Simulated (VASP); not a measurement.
Write the native input for VASP 6.6.1 that does the following.

- Task: single point
- Functional: PBE
- Potentials or basis: VASP PAW PBE potentials, release 64 (Zn, S)
- Cutoff: 520 eV
- k mesh: 9 × 9 × 4
- Occupations: gaussian, width 0.05 eV
- Spin: no spin polarisation
- Dipole correction: no
- Further INCAR settings: ALGO = Normal; EDIFF = 1e-06; NBANDS = 46

The structure of ZnS lies in POSCAR:

```
ZnS
1.0
    3.7695760453      0.0000000000      0.0000000000
   -1.8847880226      3.2645486167      0.0000000000
    0.0000000000      0.0000000000     13.1090776551
Zn S
4 4
Direct
    0.0000000000      0.0000000000      0.0000492057
    0.0000000000      0.0000000000      0.5000492057
    0.3333333333      0.6666666667      0.2500242903
    0.6666666667      0.3333333333      0.7500242903
    0.0000000000      0.0000000000      0.1872905901
    0.0000000000      0.0000000000      0.6872905901
    0.3333333333      0.6666666667      0.4376359138
    0.6666666667      0.3333333333      0.9376359138
```

The input as run:

INCAR

```
PREC = Accurate
ENCUT = 520
EDIFF = 1E-6
ISMEAR = 0
SIGMA = 0.05
LREAL = F
LASPH = T
NELM = 100
ALGO = Normal
ISIF = 2
LWAVE = F
LCHARG = F
GGA = PE
NBANDS = 46
```

KPOINTS

```
Automatic mesh
0
Gamma
  9 9 4
```

Potentials or basis: VASP PAW PBE potentials, release 64 (Zn, S).

The run is started by

```bash
$ cat potpaw_PBE.64/Zn/POTCAR potpaw_PBE.64/S/POTCAR > POTCAR
$ mpirun -np 1 vasp_std > vasp.out
```

It gave:

```
Pressure               : 0.6 GPa
Largest force          : 0.269 eV/Å
Band gap on the k mesh : 1.90 eV
```

Caveat: the stress differs along the axes, from -4 to 3 GPa.

It took 4.6 min on 1 thread of Intel(R) Xeon(R) Platinum 8488C (Sapphire Rapids), on a shared host, peak memory 0.38 GiB.
